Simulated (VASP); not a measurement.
A run of VASP 6.6.1:

File INCAR:

```
ALGO = Normal
EDIFF = 1E-6
ENCUT = 600
GGA = PE
GGA_COMPAT = False
ISIF = 2
ISMEAR = 0
LASPH = True
LCHARG = False
LREAL = False
LWAVE = False
NBANDS = 28
NELM = 120
PREC = Accurate
SIGMA = 0.01
```

The input KPOINTS:

```
k-points
0
Gamma
  6 6 6
```

POSCAR

```
KTaO3
1.0
    3.9422708004      0.0000000000      0.0000000000
    0.0000000000      3.9422708004      0.0000000000
    0.0000000000      0.0000000000      3.9422708004
K Ta O
1 1 3
Direct
    0.0000000000      0.0000000000      0.0000000000
    0.5000000000      0.5000000000      0.5000000000
    0.5000000000      0.5000000000      0.0000000000
    0.5000000000      0.0000000000      0.5000000000
    0.0000000000      0.5000000000      0.5000000000
```

Potentials or basis: VASP PAW PBE potentials, release 64 (K_sv, Ta_sv_GW, O).

Run with:

```console
$ cat potpaw_PBE.64/K_sv/POTCAR potpaw_PBE.64/Ta_sv_GW/POTCAR potpaw_PBE.64/O/POTCAR > POTCAR
$ mpirun -np 1 vasp_std > vasp.out
```

Hardware: 1 thread of AMD EPYC 7R43 64-Core Processor (Zen 3), on a shared host.

**Question.** Estimate the wall time of this run.

**Answer.** Wall time 60 s on 1 thread of AMD EPYC 7R43 64-Core Processor (Zen 3), on a shared host, peak memory 0.17 GiB. Counts: scf iterations 19, k points 20.
